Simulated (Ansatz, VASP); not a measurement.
CoO: VASP beside Ansatz

```xyz
2
Lattice="0.0000 2.1315 2.1315 2.1315 0.0000 2.1315 2.1315 2.1315 0.0000" Properties=species:S:1:pos:R:3 pbc="T T T"
Co    0.0000    0.0000    0.0000
O     2.1315    2.1315    2.1315
```

Alike in both runs: task single point; functional LDA; k mesh 8 × 8 × 8; occupations gaussian, width 0.05 eV; non-collinear spin, spin-orbit coupling; Hubbard terms Co d U = 4.0 eV.

```csv
,VASP,Ansatz
version,VASP 6.6.1,Ansatz 0.2.0
potentials or method,"VASP PAW LDA potentials, release 64 (Co, O), cutoff 520 eV","plane waves, PAW"
valence electrons in the cell,15,23
```

```csv
,VASP,Ansatz,Ansatz less VASP
pressure (GPa),-13.5,-8.5,+4.96
"traceless stress, the component that is largest in VASP (GPa)",0.25,0.26,+0.011
net moment per atom (μB),1.50,1.50,-0.001
```

LDA's correlation is that of Perdew and Zunger in VASP and of Perdew and Wang (1992) in Ansatz. The programs project onto different local orbitals, so the same U acts differently, and such runs can settle in different states. VASP's potentials hold 15 valence electrons a cell and Ansatz's 23, so a difference there can come from the potentials and not from the codes. Ansatz's warnings: specified occupation not kept, stress scf threshold loose, symmetry narrowed by occupation matrices.
